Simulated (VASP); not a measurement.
# SnO2 (P2_1) in VASP: single point with PBE+D3(BJ)

Aim: the single point of SnO2 with PBE+D3(BJ).

All numbers are computed with VASP 6.6.1; they aren't measurements. Logs are shortened: lines on timing, memory, paths and dates and some standing lists are left out, and cuts for length are marked.

### 1 The cell of the first run

The structure is monoclinic, space group P2_1 (No. 4). The conventional cell has a = 3.211 Å, b = 10.337 Å, c = 3.211 Å, α = 90.00°, β = 120.00°, γ = 90.00°. Sn (site symmetry 1) has 6 O at 2.11 to 2.12 Å within 2.8 Å. Within 2.8 Å of O (site symmetry 1) lie 3 Sn at 2.12 Å and 3 O at 2.75 Å. Within 2.8 Å of O (site symmetry 1) lie 3 Sn at 2.11 to 2.12 Å and 3 O at 2.75 Å.

### 2 Single point, PBE+D3(BJ)

INCAR

```
ALGO = Normal
EDIFF = 1E-7
ENCUT = 520
GGA = PE
ISIF = 2
ISMEAR = 0
IVDW = 12
LASPH = True
LCHARG = False
LREAL = False
LWAVE = False
NBANDS = 35
NELM = 100
PREC = Accurate
SIGMA = 0.05
```

KPOINTS

```
k-points
0
Gamma
  12 12 4
```

POSCAR

```
SnO2
1.0
    3.2112908149      0.0000000000      0.0000000000
   -1.6056454074      2.7810594246      0.0000000000
    0.0000000000      0.0000000000     10.3366770592
Sn O
2 4
Direct
   -0.3342188164     -0.1707232154      0.5000420802
    0.3342188164      0.1707232154      0.0000420802
    0.3325015655      0.1626695479      0.4014487798
    1.0008569498      0.5040333445      0.0985091400
   -0.0008569498      0.4959666555      0.5985091400
    0.6674984345      0.8373304521      0.9014487798
```

Potentials or basis: VASP PAW PBE potentials, release 64 (Sn_d, O).

On the command line:

```sh
> cat potpaw_PBE.64/Sn_d/POTCAR potpaw_PBE.64/O/POTCAR > POTCAR
> mpirun -np 1 vasp_std > vasp.out
```

OUTCAR:

```text
EDIFF = 1E-7
   ENCUT = 520
   GGA = PE
   ISIF = 2
   ISMEAR = 0
   IVDW = 12
   LASPH = True
   LREAL = False
   NELM = 100
   PREC = Accurate
 IVDW          = 12

 ion  position               nearest neighbor table
   1  0.666  0.829  0.500-   5 2.11   5 2.12   5 2.12   3 2.12   3 2.12   3 2.12
   2  0.334  0.171  0.000-   4 2.11   4 2.12   4 2.12   6 2.12   6 2.12   6 2.12
   3  0.333  0.163  0.401-   1 2.12   1 2.12   1 2.12
   4  0.001  0.504  0.099-   2 2.11   2 2.12   2 2.12
   5  0.999  0.496  0.599-   1 2.11   1 2.12   1 2.12
   6  0.667  0.837  0.901-   2 2.12   2 2.12   2 2.12

  LATTYP: Found a hexagonal cell.
 ALAT       =     3.2112908149
 C/A-ratio  =     3.2188542412

  Lattice vectors:

 A1 = (   3.2112908149,   0.0000000000,   0.0000000000)
 A2 = (  -1.6056454074,   2.7810594246,   0.0000000000)
 A3 = (   0.0000000000,   0.0000000000,  10.3366770592)

Analysis of symmetry for initial positions (statically):
=====================================================================
 Subroutine PRICEL returns:
 Original cell was already a primitive cell.

 Routine SETGRP: Setting up the symmetry group for a
 hexagonal supercell.

 Subroutine GETGRP returns: Found  2 space group operations
 (whereof  1 operations were pure point group operations)
 out of a pool of 24 trial point group operations.

The static configuration has the point symmetry C_1 .
 The point group associated with its full space group is C_2 .

Analysis of symmetry for dynamics (positions and initial velocities):
=====================================================================
 Subroutine PRICEL returns:
 Original cell was already a primitive cell.

 Routine SETGRP: Setting up the symmetry group for a
 hexagonal supercell.

 Subroutine GETGRP returns: Found  2 space group operations
 (whereof  1 operations were pure point group operations)
 out of a pool of 24 trial point group operations.

The dynamic configuration has the point symmetry C_1 .
 The point group associated with its full space group is C_2 .

 Subroutine INISYM returns: Found  2 space group operations
 (whereof  1 operations are pure point group operations),
 and found     1 'primitive' translations

----------------------------------------------------------------------------------------

                                     Primitive cell

  volume of cell :      92.3147

  direct lattice vectors                    reciprocal lattice vectors
     3.211290815  0.000000000  0.000000000     0.311401258  0.179787600  0.000000000
    -1.605645407  2.781059425  0.000000000     0.000000000  0.359575200  0.000000000
     0.000000000  0.000000000 10.336677059     0.000000000  0.000000000  0.096742889

  length of vectors
     3.211290815  3.211290815 10.336677059     0.359575200  0.359575200  0.096742889

  position of ions in fractional coordinates (direct lattice)
     0.665781184  0.829276785  0.500042080
     0.334218816  0.170723215  0.000042080
     0.332501566  0.162669548  0.401448780
     0.000856950  0.504033345  0.098509140
     0.999143050  0.495966655  0.598509140
     0.667498434  0.837330452  0.901448780

  ion indices of the primitive-cell ions
   primitive index   ion index
                 1           1
                 2           2
                 3           3
                 4           4
                 5           5
                 6           6

----------------------------------------------------------------------------------------

 KPOINTS: k-points

Automatic generation of k-mesh.
 Grid dimensions read from file:
 generate k-points for:   12   12    4

 Generating k-lattice:

  Cartesian coordinates                     Fractional coordinates (reciprocal lattice)
     0.025950105  0.014982300  0.000000000     0.083333333  0.000000000  0.000000000
     0.000000000  0.029964600  0.000000000     0.000000000  0.083333333  0.000000000
     0.000000000  0.000000000  0.024185722     0.000000000  0.000000000  0.250000000

  Length of vectors
     0.029964600  0.029964600  0.024185722

  Shift w.r.t. Gamma in fractional coordinates (k-lattice)
     0.000000000  0.000000000  0.000000000

 Subroutine IBZKPT returns following result:
 ===========================================

 Found    222 irreducible k-points:

 Following reciprocal coordinates:
            Coordinates               Weight
  0.000000  0.000000  0.000000      1.000000
  0.083333  0.000000  0.000000      2.000000
  0.000000  0.083333  0.000000      2.000000
 -0.083333  0.083333  0.000000      2.000000
  0.166667  0.000000  0.000000      2.000000
  0.000000  0.166667  0.000000      2.000000
[... 16 lines left out ...]
  0.166667  0.083333  0.000000      2.000000
 -0.083333  0.250000  0.000000      2.000000
 [... further k-points ...]
   k-points           NKPTS =    222   k-points in BZ     NKDIM =    222   number of bands    NBANDS=     35
   number of dos      NEDOS =    301   number of ions     NIONS =      6
   total plane-waves  NPLWV =  46080
   dimension x,y,z NGX =    24 NGY =   24 NGZ =   80
   dimension x,y,z NGXF=    48 NGYF=   48 NGZF=  160
   ions per type =               2   4
   NGX,Y,Z   is equivalent  to a cutoff of  12.42, 12.42, 12.87 a.u.
   NGXF,Y,Z  is equivalent  to a cutoff of  24.85, 24.85, 25.73 a.u.
 SYSTEM =  unknown system
   PREC   = accura    normal or accurate (medium, high low for compatibility)
   ISTART =      0    job   : 0-new  1-cont  2-samecut
   ICHARG =      2    charge: 1-file 2-atom 10-const
   ISPIN  =      1    spin polarized calculation?
   LNONCOLLINEAR =      F non collinear calculations
   LSORBIT =      F    spin-orbit coupling
   LASPH  =      T    aspherical Exc in radial PAW
   ENCUT  =  520.0 eV  38.22 Ry    6.18 a.u.   5.97  5.97 19.22*2*pi/ulx,y,z
   NELM   =    100;   NELMIN=  2; NELMDL= -5     # of ELM steps
   EDIFF  = 0.1E-06   stopping-criterion for ELM
   LREAL  =      F    real-space projection
   EDIFFG = 0.1E-05   stopping-criterion for IOM
   NSW    =      0    number of steps for IOM
   IBRION =     -1    ionic relax: 0-MD 1-quasi-New 2-CG
   NFREE  =      0    steps in history (QN), initial steepest desc. (CG)
   ISIF   =      2    stress and relaxation
   ISYM   =      2    0-nonsym 1-usesym 2-fastsym
   POTIM  = 0.5000    time-step for ionic-motion
   TEBEG  =    0.0;   TEEND  =   0.0 temperature during run
   PSTRESS=    0.0 pullay stress
   NELECT =      52.0000    total number of electrons
   NUPDOWN=      -1.0000    fix difference up-down
   EMIN   =  10.00;   EMAX   =-10.00  energy-range for DOS
   EFERMI =   0.00;   METHOD = LEGACY
   ISMEAR =     0;   SIGMA  =   0.05  broadening in eV -4-tet -1-fermi 0-gaus
   EFERMI_NEDOS =   21; number of points for ismear=-14 and -15
   IALGO  =     38    algorithm
   IMIX   =      4    mixing-type and parameters
     AMIX     =   0.40;   BMIX     =  1.00
     AMIX_MAG =   1.60;   BMIX_MAG =  1.00
  volume/ion in A,a.u.               =      15.39       103.83
  Fermi-wavevector in a.u.,A,eV,Ry     =   1.352028  2.554962 24.871171  1.827980
  Thomas-Fermi vector in A             =   2.479401
   LORBIT       =      0    0 simple, 1 ext, 2 COOP (PROOUT), +10 PAW based schemes
   GGA     = PE    functional components
   LHFCALC =     F    Hartree Fock is set to
   AEXX    =    0.0000 exact exchange contribution
   IVDW    =    12    specifies the selected vdW correction
   LEPSILON=     F    determine dielectric tensor
   LRPA    =     F    only Hartree local field effects (RPA)
 non-spin polarized calculation
 Gauss-broadening in eV      SIGMA  =   0.05
  energy-cutoff  :      520.00
  volume of cell :       92.31
 maximum number of plane-waves:      2520
   NGX = 11   NGY = 11   NGZ = 39

 number of electron      51.9999992 magnetization

 Free energy of the ion-electron system (eV)
  ---------------------------------------------------
  ext. energy  EPLUGINS =         0.00000000
  ---------------------------------------------------
  free energy    TOTEN  =       -36.37661808 eV

  energy without entropy =      -36.37661808  energy(sigma->0) =      -36.37661808

 E-fermi :   2.8127     XC(G=0):  -9.5495

 val. band max:        2.5079981803   @ k =  -0.4167   0.2500   0.0000
 cond. band min:       4.7535751922   @ k =   0.0000   0.0000   0.0000
 fundamental gap:      2.2455770119
 Fermi energy:         2.8126799818

 k-point     1 :       0.0000    0.0000    0.0000
  band No.  band energies     occupation
      1     -17.4061      2.00000
      2     -17.4056      2.00000
      3     -17.1845      2.00000
      4     -17.1845      2.00000
      5     -17.1845      2.00000
      6     -17.1845      2.00000
[... 27 lines left out ...]
     34      13.8706      0.00000
     35      13.9099      0.00000

 k-point     2 :       0.0833    0.0000    0.0000
  band No.  band energies     occupation
      1     -17.3790      2.00000
      2     -17.3787      2.00000
      3     -17.2407      2.00000
      4     -17.2403      2.00000
      5     -17.1691      2.00000
      6     -17.1691      2.00000
[... 27 lines left out ...]
     34      14.0160      0.00000
     35      14.0610      0.00000

 k-point     3 :       0.0000    0.0833    0.0000
  band No.  band energies     occupation
      1     -17.3790      2.00000
      2     -17.3787      2.00000
      3     -17.2407      2.00000
      4     -17.2403      2.00000
      5     -17.1691      2.00000
      6     -17.1691      2.00000
[... 27 lines left out ...]
     34      14.0188      0.00000
     35      14.0628      0.00000

 k-point     4 :      -0.0833    0.0833    0.0000
  band No.  band energies     occupation
      1     -17.3790      2.00000
      2     -17.3787      2.00000
      3     -17.2407      2.00000
      4     -17.2403      2.00000
      5     -17.1691      2.00000
      6     -17.1691      2.00000
[... 27 lines left out ...]
     34      14.0122      0.00000
     35      14.0605      0.00000

 k-point     5 :       0.1667    0.0000    0.0000
  band No.  band energies     occupation
      1     -17.4339      2.00000
      2     -17.4326      2.00000
      3     -17.2711      2.00000
      4     -17.2708      2.00000
      5     -17.1311      2.00000
      6     -17.1311      2.00000
[... 638 lines left out ...]
 k-point    22 :      -0.1667    0.0833    0.0000
  band No.  band energies     occupation
      1     -17.3492      2.00000
      2     -17.3480      2.00000
      3     -17.3364      2.00000
      4     -17.3362      2.00000
      5     -17.1356      2.00000
      6     -17.1356      2.00000
[... 27 lines left out ...]
     34      14.1587      0.00000
     35      14.2576      0.00000

 k-point    23 :       0.1667    0.0833    0.0000
  band No.  band energies     occupation
      1     -17.5313      2.00000
      2     -17.5295      2.00000
      3     -17.2684      2.00000
      4     -17.2683      2.00000
      5     -17.0923      2.00000
      6     -17.0923      2.00000
[... 27 lines left out ...]
     34      14.2397      0.00000
     35      14.5281      0.00000

 k-point    24 :      -0.0833    0.2500    0.0000
  band No.  band energies     occupation
      1     -17.5313      2.00000
      2     -17.5295      2.00000
      3     -17.2684      2.00000
      4     -17.2683      2.00000
      5     -17.0923      2.00000
      6     -17.0923      2.00000
[... 27 lines left out ...]
     34      14.2411      0.00000
     35      14.5262      0.00000

 [... further k-points ...]

------------------------ aborting loop because EDIFF is reached ----------------------------------------

 Edisp (eV)   -0.98775

 E8    (eV) :    -0.3867

  FORCE on cell =-STRESS in cart. coord.  units (eV):
  Direction    XX          YY          ZZ          XY          YZ          ZX
  --------------------------------------------------------------------------------------
  -------------------------------------------------------------------------------------
  Total       0.44170     0.44869    -0.93067     0.00126     0.00000     0.00000
  in kB       7.66596     7.78731   -16.15239     0.02179     0.00000     0.00000
  external pressure =       -0.23 kB  Pullay stress =        0.00 kB

 VOLUME and BASIS-vectors are now :
 -----------------------------------------------------------------------------
  energy-cutoff  :      520.00
  volume of cell :       92.31
      direct lattice vectors                 reciprocal lattice vectors
     3.211290815  0.000000000  0.000000000     0.311401258  0.179787600  0.000000000
    -1.605645407  2.781059425  0.000000000     0.000000000  0.359575200  0.000000000
     0.000000000  0.000000000 10.336677059     0.000000000  0.000000000  0.096742889

 POSITION                                       TOTAL-FORCE (eV/Angst)
 -----------------------------------------------------------------------------------
      0.80649      2.30627      5.16877         0.001063      0.001311      0.000815
      0.79915      0.47479      0.00043        -0.001063     -0.001311      0.000815
      0.80657      0.45239      4.14965        -0.000927     -0.000330     -0.055022
     -0.80655      1.40175      1.01826         0.000488     -0.000199      0.054207
      2.41219      1.37931      6.18660        -0.000488      0.000199      0.054207
      0.79908      2.32867      9.31798         0.000927      0.000330     -0.055022
 -----------------------------------------------------------------------------------
    total drift:                                0.000000      0.000000     -0.000057

  FREE ENERGIE OF THE ION-ELECTRON SYSTEM (eV)
  ---------------------------------------------------
  free  energy   TOTEN  =       -37.3643631572 eV

  energy  without entropy=      -37.3643631572  energy(sigma->0) =      -37.36436316
```

It took 4.3 min on 1 thread of Intel Xeon 6975P-C (Granite Rapids), shared host; peak memory 0.62 GiB.

Results:

```
Free energy                : -37.3644 eV
Pressure                   : 0.0 GPa
Largest force              : 0.055 eV/Å
Band gap on the k mesh     : 2.25 eV (least direct gap 2.49 eV)
Dispersion energy per atom : -0.165 eV
```

Forces on the atoms (eV/Å):
```
Sn   0.001  0.001  0.001
Sn  -0.001 -0.001  0.001
O   -0.001  0.000 -0.055
O    0.000  0.000  0.054
O    0.000  0.000  0.054
O    0.001  0.000 -0.055
```

Levels at points of the mesh, in eV from the valence-band top:
```
           k point  band 24  band 25  band 26  band 27  band 28  band 29
(0.00, 0.00, 0.00)    -0.74    -0.74    -0.25     2.25     3.13     5.71
(0.50, 0.00, 0.00)    -0.39    -0.27    -0.08     5.38     5.42     7.27
(0.00, 0.50, 0.00)    -0.39    -0.26    -0.09     5.38     5.42     7.28
(0.50, 0.50, 0.00)    -0.39    -0.27    -0.08     5.38     5.42     7.27
(0.00, 0.00, 0.50)    -0.75    -0.64    -0.64     2.70     2.70     5.83
(0.50, 0.00, 0.50)    -0.42    -0.18    -0.18     5.41     5.41     7.41
(0.00, 0.50, 0.50)    -0.42    -0.18    -0.18     5.41     5.41     7.40
(0.50, 0.50, 0.50)    -0.42    -0.18    -0.18     5.41     5.41     7.41
```

Caveat: spin-orbit coupling is left out, which moves the levels of the heavy elements. A k mesh can miss the band edges.
